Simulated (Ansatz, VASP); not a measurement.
**One calculation of K, two programs**

POSCAR

```
K
1.0
   -2.2878280000      2.2878280000      1.8836840000
    2.2878280000     -2.2878280000      1.8836840000
    2.2878280000      2.2878280000     -1.8836840000
K
1
Direct
    0.0000000000      0.0000000000      0.0000000000
```

File INCAR.step1:

```
SYSTEM = K
ALGO = Normal
EDIFF = 1E-4
ENCUT = 520
GGA = PE
GGA_COMPAT = .False.
ISMEAR = -1
LASPH = .True.
LCHARG = .False.
LREAL = .False.
LSORBIT = .True.
LWAVE = .True.
MAGMOM = 0 0 0
NBANDS = 20
NELM = 150
PREC = Accurate
SIGMA = 0.0346
```

File INCAR.step2:

```
SYSTEM = K
ALGO = Normal
EDIFF = 1E-7
ENCUT = 520
GGA_COMPAT = .False.
ISIF = 2
ISMEAR = -1
ISTART = 1
LASPH = .True.
LCHARG = .False.
LMIXTAU = .True.
LORBIT = 11
LORBMOM = .True.
LREAL = .False.
LSORBIT = .True.
LWAVE = .False.
MAGMOM = 0 0 0
METAGGA = R2SCAN
NBANDS = 20
NELM = 150
PREC = Accurate
SIGMA = 0.0346
```

File KPOINTS:

```
k-points
0
Gamma
  6 6 6
  0 0 0
```

Input for Ansatz:

```yaml
crystal:
  lattice:
    - [-2.287828, 2.287828, 1.883684]
    - [2.287828, -2.287828, 1.883684]
    - [2.287828, 2.287828, -1.883684]
  atoms:
    - { symbol: K, position: [0.0, 0.0, 0.0] }
  symmetry: { tolerance: 0.0003 }
kpoints:
  mp_grid: { grid: [6, 6, 6], shift: [0, 0, 0] }
magnetization:
  noncollinear: true
  spin_orbit: true
scf:
  occupations: { method: fermi_dirac, width: 0.0346 }
  n_extra_bands: 8
hamiltonian:
  pseudopotentials: { kind: paw_fr }
  xc: r2scan
basis:
  ecutwfc: 500
output:
  forces: true
  stress: true
  eigenvalues: true
  write_density: true
  write_potential: true
  elf: true
  volumetric_format: npy
```

Alike in both runs: task single point; functional r2SCAN; k mesh 6 × 6 × 6; occupations fermi-dirac, width 0.0346 eV; non-collinear spin, spin-orbit coupling.

```csv
,VASP,Ansatz
version,VASP 6.6.1,Ansatz 0.2.0
potentials or method,"VASP PAW PBE potentials, release 64 (K_sv), cutoff 520 eV",PAW plane waves
valence electrons in the cell,9,9
```

|  | VASP | Ansatz | Ansatz less VASP |
| --- | --- | --- | --- |
| pressure (GPa) | 7.7 | 7.7 | +0.01 |
| traceless stress, the component that is largest in VASP (GPa) | 0.60 | 0.60 | -0.005 |

VASP's potentials were made for PBE, not for r2SCAN.

The k mesh is coarse, so the values compare programs but aren't converged.
